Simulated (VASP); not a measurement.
A run of VASP 6.6.1 is set up as follows.

File POSCAR:

```
Ca
1.0
    5.5900000000      0.0000000000      0.0000000000
    0.0000000000      5.5900000000      0.0000000000
    0.0000000000      0.0000000000      5.5900000000
Ca
4
Direct
    0.0000000000      0.0000000000      0.0000000000
    0.0000000000      0.5000000000      0.5000000000
    0.5000000000      0.0000000000      0.5000000000
    0.5000000000      0.5000000000      0.0000000000
```

Contents of INCAR.step1:

```
SYSTEM = Ca
PREC = Accurate
ENCUT = 600
ISMEAR = 0
SIGMA = 0.1
LREAL = .FALSE.
LASPH = .TRUE.
NELM = 100
GGA = PE
ALGO = Normal
EDIFF = 1E-4
LWAVE = .TRUE.
LCHARG = .FALSE.
```

Contents of INCAR.step2:

```
SYSTEM = Ca
PREC = Accurate
ENCUT = 600
EDIFF = 1E-7
ISMEAR = 0
SIGMA = 0.1
LREAL = .FALSE.
LASPH = .TRUE.
NELM = 100
ALGO = Normal
ISIF = 8
LWAVE = .FALSE.
LCHARG = .FALSE.
METAGGA = R2SCAN
LMIXTAU = .TRUE.
IBRION = 2
NSW = 80
EDIFFG = -0.01
ISTART = 1
```

The input KPOINTS:

```
Automatic mesh
0
G
  4 4 4
  0 0 0
```

Potentials or basis: VASP PAW PBE potentials, release 64 (Ca_sv).

Run with:

```console
$ cat potpaw_PBE.64/Ca_sv/POTCAR > POTCAR
$ cp INCAR.step1 INCAR
$ mpirun -np 1 vasp_std > vasp.out
$ cp INCAR.step2 INCAR
$ mpirun -np 1 vasp_std > vasp.out
```

(1) What does it give for the relaxed volume?

(2) Predict the space group after relaxing (to 0.1 Å).

(3) Estimate the relaxed cell.

## Answers

(1) 43.73 Å³/atom.

(2) Fm-3m (No. 225).

(3) a = 5.593 Å, b = 5.593 Å, c = 5.593 Å, α = 90.00°, β = 90.00°, γ = 90.00°.

Caveat: the highest band is partly filled, so the run has too few bands; the PAW data sets were made with another functional, which shifts forces and pressure a little.
